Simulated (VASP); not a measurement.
# ZnSe (F-43m) in VASP: settings compared

The runs below take ZnSe through single point, relaxation of cell and atoms, with r2SCAN, PBE.

Program: VASP 6.6.1. These are calculated values, not measurements. Logs are shortened: lines on timing, memory, paths and dates and some standing lists are left out, and cuts for length are marked.

## 1. The cell of the first run

Symmetry: F-43m, No. 216, cubic system. The conventional cell has a = 5.849 Å, b = 5.849 Å, c = 5.849 Å, α = 90.00°, β = 90.00°, γ = 90.00°. Within 3.3 Å of Zn (site symmetry -43m) lie 4 Se at 2.53 Å. Se (site symmetry -43m) has 4 Zn at 2.53 Å within 3.3 Å.

## 2. Single point, r2SCAN (volume scaled by 1.10)

The input, POSCAR:

```
ZnSe
1.0
    0.0000000000      2.9243930542      2.9243930542
    2.9243930542      0.0000000000      2.9243930542
    2.9243930542      2.9243930542      0.0000000000
Zn Se
1 1
Direct
    0.0000000000      0.0000000000      0.0000000000
    0.2500000000      0.2500000000      0.2500000000
```

The input, INCAR.step1:

```
SYSTEM = ZnSe
ALGO = Normal
EDIFF = 1E-4
ENCUT = 520
GGA = PE
ISMEAR = 0
LASPH = .TRUE.
LCHARG = .FALSE.
LREAL = .FALSE.
LWAVE = .TRUE.
NBANDS = 16
NELM = 80
PREC = Accurate
SIGMA = 0.02
```

The input, INCAR.step2:

```
SYSTEM = ZnSe
ALGO = Normal
EDIFF = 1E-7
ENCUT = 520
ISIF = 2
ISMEAR = 0
ISTART = 1
LASPH = .TRUE.
LCHARG = .TRUE.
LELF = .TRUE.
LMIXTAU = .TRUE.
LREAL = .FALSE.
LVHAR = .TRUE.
LWAVE = .FALSE.
METAGGA = R2SCAN
NBANDS = 16
NELM = 80
PREC = Accurate
SIGMA = 0.02
```

The input, KPOINTS:

```
k-points
0
G
  8 8 8
  0 0 0
```

Potentials or basis: VASP PAW PBE potentials, release 64 (Zn, Se).

The run is started by

```sh
> cat potpaw_PBE.64/Zn/POTCAR potpaw_PBE.64/Se/POTCAR > POTCAR
> cp INCAR.step1 INCAR
> mpirun -np 1 vasp_std > vasp.out
> cp INCAR.step2 INCAR
> mpirun -np 1 vasp_std > vasp.out
```

OUTCAR:

```text
SYSTEM = ZnSe
   EDIFF = 1E-7
   ENCUT = 520
   ISIF = 2
   ISMEAR = 0
   ISTART = 1
   LASPH = .TRUE.
   LREAL = .FALSE.
   METAGGA = R2SCAN
   NELM = 80
   PREC = Accurate

 ion  position               nearest neighbor table
   1  0.000  0.000  0.000-   2 2.53   2 2.53   2 2.53   2 2.53
   2  0.250  0.250  0.250-   1 2.53   1 2.53   1 2.53   1 2.53

  LATTYP: Found a face centered cubic cell.
 ALAT       =     5.8487861084

  Lattice vectors:

 A1 = (   0.0000000000,   2.9243930542,   2.9243930542)
 A2 = (   2.9243930542,   0.0000000000,   2.9243930542)
 A3 = (   2.9243930542,   2.9243930542,   0.0000000000)

Analysis of symmetry for initial positions (statically):
=====================================================================
 Subroutine PRICEL returns:
 Original cell was already a primitive cell.

 Routine SETGRP: Setting up the symmetry group for a
 face centered cubic supercell.

 Subroutine GETGRP returns: Found 24 space group operations
 (whereof 24 operations were pure point group operations)
 out of a pool of 48 trial point group operations.

The static configuration has the point symmetry T_d .

Analysis of symmetry for dynamics (positions and initial velocities):
=====================================================================
 Subroutine PRICEL returns:
 Original cell was already a primitive cell.

 Routine SETGRP: Setting up the symmetry group for a
 face centered cubic supercell.

 Subroutine GETGRP returns: Found 24 space group operations
 (whereof 24 operations were pure point group operations)
 out of a pool of 48 trial point group operations.

The dynamic configuration has the point symmetry T_d .

 Subroutine INISYM returns: Found 24 space group operations
 (whereof 24 operations are pure point group operations),
 and found     1 'primitive' translations

----------------------------------------------------------------------------------------

                                     Primitive cell

  volume of cell :      50.0193

  direct lattice vectors                    reciprocal lattice vectors
     0.000000000  2.924393054  2.924393054    -0.170975649  0.170975649  0.170975649
     2.924393054  0.000000000  2.924393054     0.170975649 -0.170975649  0.170975649
     2.924393054  2.924393054  0.000000000     0.170975649  0.170975649 -0.170975649

  length of vectors
     4.135716319  4.135716319  4.135716319     0.296138511  0.296138511  0.296138511

  position of ions in fractional coordinates (direct lattice)
     0.000000000  0.000000000  0.000000000
     0.250000000  0.250000000  0.250000000

  ion indices of the primitive-cell ions
   primitive index   ion index
                 1           1
                 2           2

----------------------------------------------------------------------------------------

 KPOINTS: k-points

Automatic generation of k-mesh.
 Grid dimensions read from file:
 generate k-points for:    8    8    8

 Generating k-lattice:

  Cartesian coordinates                     Fractional coordinates (reciprocal lattice)
    -0.021371956  0.021371956  0.021371956     0.125000000  0.000000000  0.000000000
     0.021371956 -0.021371956  0.021371956     0.000000000  0.125000000  0.000000000
     0.021371956  0.021371956 -0.021371956     0.000000000  0.000000000  0.125000000

  Length of vectors
     0.037017314  0.037017314  0.037017314

  Shift w.r.t. Gamma in fractional coordinates (k-lattice)
     0.000000000  0.000000000  0.000000000

 Subroutine IBZKPT returns following result:
 ===========================================

 Found     29 irreducible k-points:

 Following reciprocal coordinates:
            Coordinates               Weight
  0.000000  0.000000  0.000000      1.000000
  0.125000  0.000000  0.000000      8.000000
  0.250000  0.000000  0.000000      8.000000
  0.375000  0.000000  0.000000      8.000000
  0.500000  0.000000  0.000000      4.000000
  0.125000  0.125000  0.000000      6.000000
[... 16 lines left out ...]
  0.500000  0.250000  0.125000     48.000000
 -0.375000  0.250000  0.125000     24.000000
 [... further k-points ...]
   k-points           NKPTS =     29   k-points in BZ     NKDIM =     29   number of bands    NBANDS=     16
   number of dos      NEDOS =    301   number of ions     NIONS =      2
   total plane-waves  NPLWV =  32768
   dimension x,y,z NGX =    32 NGY =   32 NGZ =   32
   dimension x,y,z NGXF=    64 NGYF=   64 NGZF=   64
   ions per type =               1   1
   NGX,Y,Z   is equivalent  to a cutoff of  12.86, 12.86, 12.86 a.u.
   NGXF,Y,Z  is equivalent  to a cutoff of  25.73, 25.73, 25.73 a.u.
 SYSTEM =  ZnSe
   PREC   = accura    normal or accurate (medium, high low for compatibility)
   ISTART =      1    job   : 0-new  1-cont  2-samecut
   ICHARG =      0    charge: 1-file 2-atom 10-const
   ISPIN  =      1    spin polarized calculation?
   LNONCOLLINEAR =      F non collinear calculations
   LSORBIT =      F    spin-orbit coupling
[... 107 lines left out ...]
  band No.  band energies     occupation
      1     -11.9410      2.00000
      2      -5.7969      2.00000
      3      -5.7968      2.00000
      4      -5.5402      2.00000
      5      -5.5402      2.00000
      6      -5.4300      2.00000
[... 8 lines left out ...]
     15      13.9415      0.00000
     16      13.9415      0.00000

 k-point     6 :       0.1250    0.1250    0.0000
  band No.  band energies     occupation
      1     -12.4869      2.00000
      2      -5.8703      2.00000
      3      -5.8479      2.00000
      4      -5.8479      2.00000
      5      -5.5619      2.00000
      6      -5.5478      2.00000
[... 8 lines left out ...]
     15      11.9737      0.00000
     16      12.5819      0.00000

 k-point     7 :       0.2500    0.1250    0.0000
  band No.  band energies     occupation
      1     -12.3099      2.00000
      2      -5.8462      2.00000
      3      -5.8166      2.00000
      4      -5.8064      2.00000
      5      -5.5657      2.00000
      6      -5.5428      2.00000
[... 8 lines left out ...]
     15      12.4650      0.00000
     16      12.9107      0.00000

 k-point     8 :       0.3750    0.1250    0.0000
  band No.  band energies     occupation
      1     -12.0703      2.00000
      2      -5.8097      2.00000
      3      -5.7883      2.00000
      4      -5.6860      2.00000
      5      -5.5500      2.00000
      6      -5.5376      2.00000
[... 8 lines left out ...]
     15      12.6215      0.00000
     16      13.1826      0.00000

 k-point     9 :       0.5000    0.1250    0.0000
  band No.  band energies     occupation
      1     -11.9112      2.00000
      2      -5.7924      2.00000
      3      -5.7779      2.00000
      4      -5.5673      2.00000
      5      -5.5384      2.00000
      6      -5.4373      2.00000
[... 8 lines left out ...]
     15      13.2180      0.00000
     16      13.9566      0.00000
[... 172 lines left out ...]
 k-point    19 :       0.5000    0.3750    0.0000
  band No.  band energies     occupation
      1     -11.7539      2.00000
      2      -5.7737      2.00000
      3      -5.6838      2.00000
      4      -5.6632      2.00000
      5      -5.5216      2.00000
      6      -5.4186      2.00000
[... 8 lines left out ...]
     15      14.4432      0.00000
     16      14.9076      0.00000

 k-point    20 :      -0.3750    0.3750    0.0000
  band No.  band energies     occupation
      1     -11.7351      2.00000
      2      -5.7674      2.00000
      3      -5.6997      2.00000
      4      -5.6157      2.00000
      5      -5.5359      2.00000
      6      -5.3475      2.00000
[... 8 lines left out ...]
     15      12.8938      0.00000
     16      15.8987      0.00000

 k-point    21 :       0.5000    0.5000    0.0000
  band No.  band energies     occupation
      1     -11.7182      2.00000
      2      -5.7782      2.00000
      3      -5.6651      2.00000
      4      -5.6651      2.00000
      5      -5.5148      2.00000
      6      -5.4075      2.00000
[... 8 lines left out ...]
     15      14.8330      0.00000
     16      15.2073      0.00000

 k-point    22 :       0.3750    0.2500    0.1250
  band No.  band energies     occupation
      1     -12.1223      2.00000
      2      -5.8149      2.00000
      3      -5.7843      2.00000
      4      -5.7456      2.00000
      5      -5.5632      2.00000
      6      -5.5341      2.00000
[... 8 lines left out ...]
     15      13.1260      0.00000
     16      14.1469      0.00000

 k-point    23 :       0.5000    0.2500    0.1250
  band No.  band energies     occupation
      1     -11.9199      2.00000
      2      -5.7820      2.00000
      3      -5.7628      2.00000
      4      -5.6263      2.00000
      5      -5.5426      2.00000
      6      -5.4956      2.00000
[... 8 lines left out ...]
     15      13.4009      0.00000
     16      14.4722      0.00000

 k-point    24 :      -0.3750    0.2500    0.1250
  band No.  band energies     occupation
      1     -11.8310      2.00000
      2      -5.7752      2.00000
      3      -5.7522      2.00000
      4      -5.5757      2.00000
      5      -5.5475      2.00000
      6      -5.3884      2.00000
[... 8 lines left out ...]
     15      13.5906      0.00000
     16      14.3759      0.00000

 [... further k-points ...]
[... 5 lines left out ...]
  --------------------------------------------------------------------------------------
  -------------------------------------------------------------------------------------
  Total       -1.5562353     -1.5562353     -1.5562353      0.0000000      0.0000000     -0.0000000
  in kB      -49.8481021    -49.8481021    -49.8481021      0.0000000      0.0000000     -0.0000000
  external PRESSURE =     -49.8481021 kB  Pullay stress =       0.0000000 kB

 VOLUME and BASIS-vectors are now :
 -----------------------------------------------------------------------------
  energy-cutoff  :      520.00
  volume of cell :       50.02
      direct lattice vectors                 reciprocal lattice vectors
     0.000000000  2.924393054  2.924393054    -0.170975649  0.170975649  0.170975649
     2.924393054  0.000000000  2.924393054     0.170975649 -0.170975649  0.170975649
     2.924393054  2.924393054  0.000000000     0.170975649  0.170975649 -0.170975649

 POSITION                                       TOTAL-FORCE (eV/Angst)
 -----------------------------------------------------------------------------------
      0.00000      0.00000      0.00000         0.000000      0.000000      0.000000
      1.46220      1.46220      1.46220        -0.000000     -0.000000     -0.000000
 -----------------------------------------------------------------------------------
    total drift:                                0.000021      0.000021      0.000021

  FREE ENERGIE OF THE ION-ELECTRON SYSTEM (eV)
  ---------------------------------------------------
  free  energy   TOTEN  =       -24.8318361454 eV

  energy  without entropy=      -24.8318361454  energy(sigma->0) =      -24.83183615
```

Run time: 42 s. Hardware: 1 thread of Intel Xeon 6975P-C (Granite Rapids), shared host; peak memory 0.19 GiB.

What came out:

| Item | Value |
| --- | --- |
| Free energy | -24.8318 eV |
| Pressure | -5.0 GPa |
| Band gap on the k mesh | 1.47 eV, direct |

Caveat: the cell differs from its parent crystal (volume scaled by 1.10); the PAW data sets were made with another functional, which shifts forces and pressure a little.

## 3. Relaxation of cell and atoms, r2SCAN

This run uses another cell than the first one, of 22.76 Å³/atom, 0.910 times its volume.

The input, POSCAR:

```
ZnSe
1.0
    0.0000000000      2.8338000000      2.8338000000
    2.8338000000      0.0000000000      2.8338000000
    2.8338000000      2.8338000000      0.0000000000
Zn Se
1 1
Direct
    0.0000000000      0.0000000000      0.0000000000
    0.2500000000      0.2500000000      0.2500000000
```

The input, INCAR.step1:

```
SYSTEM = ZnSe
ALGO     = Normal         ! electronic algorithm
EDIFF    = 1E-4           ! SCF threshold, eV
ENCUT    = 600            ! plane-wave cutoff, eV
GGA      = PE             ! functional
ISMEAR   = 0              ! smearing method
LASPH    = .True.         ! aspherical terms in the spheres
LCHARG   = .False.        ! write CHGCAR
LREAL    = .False.        ! projectors in reciprocal space
LWAVE    = .True.         ! write WAVECAR
NELM     = 100            ! most SCF steps
PREC     = Accurate       ! precision mode
SIGMA    = 0.02           ! smearing width, eV
```

The input, INCAR.step2:

```
SYSTEM = ZnSe
ALGO     = Normal         ! electronic algorithm
EDIFF    = 1E-7           ! SCF threshold, eV
EDIFFG   = -0.005         ! ionic threshold
ENCUT    = 600            ! plane-wave cutoff, eV
IBRION   = 2              ! ionic algorithm
ISIF     = 3              ! what is computed and relaxed
ISMEAR   = 0              ! smearing method
ISTART   = 1            
LASPH    = .True.         ! aspherical terms in the spheres
LCHARG   = .False.        ! write CHGCAR
LMIXTAU  = .True.       
LREAL    = .False.        ! projectors in reciprocal space
LWAVE    = .False.        ! write WAVECAR
METAGGA  = R2SCAN         ! meta-GGA
NELM     = 100            ! most SCF steps
NSW      = 100            ! ionic steps
PREC     = Accurate       ! precision mode
SIGMA    = 0.02           ! smearing width, eV
```

The input, KPOINTS:

```
k-points
0
Gamma
  8 8 8
  0 0 0
```

Potentials or basis: VASP PAW PBE potentials, release 64 (Zn, Se).

The run is started by

```sh
> cat potpaw_PBE.64/Zn/POTCAR potpaw_PBE.64/Se/POTCAR > POTCAR
> cp INCAR.step1 INCAR
> mpirun -np 1 vasp_std > vasp.out
> cp INCAR.step2 INCAR
> mpirun -np 1 vasp_std > vasp.out
```

It took 33 s on 1 thread of Intel Xeon 6975P-C (Granite Rapids), shared host; peak memory 0.2 GiB.

It converged, with:

```yaml
Free_energy: -24.9107 eV
Pressure_after_relaxing: 0.0 GPa
Band_gap_on_the_k_mesh: 1.87 eV, direct
```

Final structure:
```
CELL_PARAMETERS angstrom
0.00000 2.83380 2.83380
2.83380 0.00000 2.83380
2.83380 2.83380 0.00000
ATOMIC_POSITIONS crystal
Zn 0.00000 0.00000 0.00000
Se 0.25000 0.25000 0.25000
```

Levels at points of the mesh, in eV from the valence-band top:
```csv
k point,band 6,band 7,band 8,band 9,band 10,band 11,band 12,band 13
"(0.00, 0.00, 0.00)",-6.29,0.00,0.00,0.00,1.87,6.32,6.32,6.32
"(0.50, 0.00, 0.00)",-6.13,-5.30,-0.88,-0.88,3.05,6.87,6.87,9.07
"(0.50, 0.50, 0.00)",-6.11,-4.79,-2.23,-2.23,3.34,3.87,11.51,12.07
```

Caveat: the relaxation stopped at its first step, so nothing moved; the PAW data sets were made with another functional, which shifts forces and pressure a little. r2SCAN opens gaps a little over a GGA but as a rule still falls short of measured ones.

## 4. Single point, PBE

This run uses another cell than the first one, of 21.37 Å³/atom, 0.855 times its volume.

The input, INCAR:

```
PREC     = Accurate       # precision mode
ENCUT    = 520            # plane-wave cutoff, eV
EDIFF    = 1E-6           # SCF threshold, eV
ISMEAR   = 0              # smearing method
SIGMA    = 0.02           # smearing width, eV
LREAL    = False          # projectors in reciprocal space
LASPH    = True           # aspherical terms in the spheres
NELM     = 60             # most SCF steps
ALGO     = Normal         # electronic algorithm
ISIF     = 2              # what is computed and relaxed
LWAVE    = False          # write WAVECAR
LCHARG   = False          # write CHGCAR
GGA      = PE             # functional
NBANDS   = 16             # bands
```

The input, KPOINTS:

```
regular mesh
0
Gamma
  8 8 8
```

The input, POSCAR:

```
ZnSe
1.0
    0.0000000000      2.7751138187      2.7751138187
    2.7751138187      0.0000000000      2.7751138187
    2.7751138187      2.7751138187      0.0000000000
Zn Se
1 1
Direct
    0.0000000000      0.0000000000      0.0000000000
    0.2500000000      0.2500000000      0.2500000000
```

The run is started by

```sh
> cat potpaw_PBE.64/Zn/POTCAR potpaw_PBE.64/Se/POTCAR > POTCAR
> mpirun -np 1 vasp_std > vasp.out
```

Wall time 32 s (1 thread of AMD EPYC, shared host); peak memory 0.14 GiB.

Results (log left out):

```
Free energy            : -5.9401 eV
Pressure               : 7.2 GPa
Band gap on the k mesh : 1.55 eV, direct
```

Levels at points of the mesh, in eV from the valence-band top:
| k point | band 6 | band 7 | band 8 | band 9 | band 10 | band 11 | band 12 | band 13 |
| --- | --- | --- | --- | --- | --- | --- | --- | --- |
| (0.00, 0.00, 0.00) | -6.37 | 0.00 | 0.00 | 0.00 | 1.55 | 5.77 | 5.77 | 5.77 |
| (0.50, 0.00, 0.00) | -6.19 | -5.65 | -0.96 | -0.96 | 2.65 | 6.36 | 6.36 | 8.73 |
| (0.50, 0.50, 0.00) | -6.16 | -5.03 | -2.42 | -2.42 | 2.83 | 3.44 | 11.22 | 11.68 |

## 5. Single point, r2SCAN

POSCAR is that of step 4.

The input, INCAR.step1:

```
  PREC = Accurate
  ENCUT = 520
  ISMEAR = 0
  SIGMA = 0.02
  LREAL = F
  LASPH = T
  NELM = 100
  NBANDS = 16
  GGA = PE
  ALGO = Normal
  EDIFF = 1E-4
  LWAVE = T
  LCHARG = F
```

The input, INCAR.step2:

```
  PREC = Accurate
  ENCUT = 520
  EDIFF = 1E-7
  ISMEAR = 0
  SIGMA = 0.02
  LREAL = F
  LASPH = T
  NELM = 100
  ALGO = Normal
  ISIF = 2
  LWAVE = F
  LCHARG = T
  METAGGA = R2SCAN
  LMIXTAU = T
  LELF = T
  LVHAR = T
  NBANDS = 16
  ISTART = 1
```

KPOINTS is that of step 4.

The run is started by

```sh
> cat potpaw_PBE.64/Zn/POTCAR potpaw_PBE.64/Se/POTCAR > POTCAR
> cp INCAR.step1 INCAR
> mpirun -np 1 vasp_std > vasp.out
> cp INCAR.step2 INCAR
> mpirun -np 1 vasp_std > vasp.out
```

Wall time 3 min (1 thread of AMD EPYC, shared host); peak memory 0.15 GiB.

Results (log left out):

```
Free energy            : -24.8712 eV
Pressure               : 4.8 GPa
Band gap on the k mesh : 2.15 eV, direct
```

Levels at points of the mesh, in eV from the valence-band top:
```tsv
k point	band 7	band 8	band 9	band 10	band 11	band 12
(0.00, 0.00, 0.00)	0.00	0.00	0.00	2.15	6.28	6.28
(0.50, 0.00, 0.00)	-5.74	-0.98	-0.98	3.17	6.84	6.84
(0.50, 0.50, 0.00)	-5.08	-2.47	-2.47	3.19	3.86	12.03
```

Caveat: the PAW data sets were made with another functional, which shifts forces and pressure a little.

## 6. Overview

| task | level | cell | cutoff (eV) | gap on the mesh (eV) | pressure (GPa) |
| --- | --- | --- | --- | --- | --- |
| single point | r2SCAN | a = 4.136 Å, angles 60.0°, 2 atoms | 520 | 1.47 | -5.0 |
| relaxation of cell and atoms | r2SCAN | relaxed from a = 4.008 Å, angles 60.0°, 2 atoms | 600 | 1.87 | 0.0 |
| single point | PBE | a = 3.925 Å, angles 60.0°, 2 atoms | 520 | 1.55 | 7.2 |
| single point | r2SCAN | a = 3.925 Å, angles 60.0°, 2 atoms | 520 | 2.15 | 4.8 |

Alike in all rows: potentials or basis VASP PAW PBE potentials, release 64 (Zn, Se); no spin polarisation; k mesh 8 × 8 × 8; smearing gaussian 0.02 eV.

Caveats: the PAW data sets were made with another functional, which shifts forces and pressure a little (some runs); the relaxation stopped at its first step, so nothing moved (some runs).

Absolute energies hang on the potentials; compare differences alone.
